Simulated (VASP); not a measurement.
Runs of VASP 6.6.1 on Mg3ZrN2. The structure is that of space group P4/mmm (No. 123), or close to it. The cells are those of the table. 

```csv
task,cell,k mesh,cutoff (eV),gap on the mesh (eV),pressure (GPa)
relaxation of cell and atoms,"relaxed from a = 4.601, b = 4.601, c = 4.384 Å, 6 atoms",4 × 4 × 4,600,none,-0.2
single point,"a = 3.772, b = 3.772, c = 8.991 Å, 6 atoms",4 × 4 × 2,600,none,(a)
single point,"a = 4.280, b = 4.280, c = 6.720 Å, 6 atoms",4 × 4 × 3,600,none,0.0
single point,"a = 4.941, b = 4.941, c = 3.998 Å, angles 90.1, 90.1, 90.1°, 6 atoms",4 × 4 × 4,600,none,0.0
single point,"a = 4.470, b = 4.470, c = 4.415 Å, 6 atoms",4 × 4 × 4,600,none,-0.4
single point,"a = 6.245, b = 4.502, c = 4.326 Å, angles 90.0, 133.6, 90.0°, 6 atoms",4 × 4 × 3,600,none,-0.3
single point,"a = 5.188, b = 5.188, c = 5.635 Å, 6 atoms",4 × 4 × 4,520,none,0.0
```

Alike in all rows: level PBE; potentials or basis VASP PAW PBE potentials, release 64 (Mg, Zr_sv, N); no spin polarisation; smearing gaussian 0.2 eV.

Q: Estimate the missing entries.

A: (a) 0.1.

Caveats: some runs use coarse meshes.

A k mesh can miss the band edges, and the runs leave out spin-orbit coupling on Zr.

A gap of «none» marks levels without a gap at the run's occupations.
